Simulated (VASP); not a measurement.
Here is a VASP 6.6.1 calculation.

The input INCAR:

```
SYSTEM = Sc
ALGO = Normal
EDIFF = 1E-6
ENCUT = 520
GGA = PE
ISIF = 2
ISMEAR = 1
LASPH = .TRUE.
LCHARG = .FALSE.
LREAL = .FALSE.
LWAVE = .FALSE.
NBANDS = 18
NELM = 80
PREC = Accurate
SIGMA = 0.1
```

KPOINTS

```
k-points
0
G
  8 8 5
  0 0 0
```

File POSCAR:

```
Sc
1.0
    3.3632555447      0.0000000000      0.0000000000
   -1.6816277724      2.9126646790      0.0000000000
    0.0000000000      0.0000000000      5.3597629084
Sc
2
Direct
    0.3333333333      0.6666666667      0.2500000000
    0.6666666667      0.3333333333      0.7500000000
```

Potentials or basis: VASP PAW PBE potentials, release 64 (Sc_sv).

Launch:

```bash
$ cat potpaw_PBE.64/Sc_sv/POTCAR > POTCAR
$ mpirun -np 1 vasp_std > vasp.out
```

What does it give for the pressure?

-3.0 GPa.

What does it give for the band gap on the k mesh?

Zero (band 11 reaches 3.96 eV, above the bottom of band 12 at 2.90 eV).

Stress tensor (GPa, compression positive):
```
-2.61  0.00  0.00
 0.00 -2.61  0.00
 0.00  0.00 -3.81
```
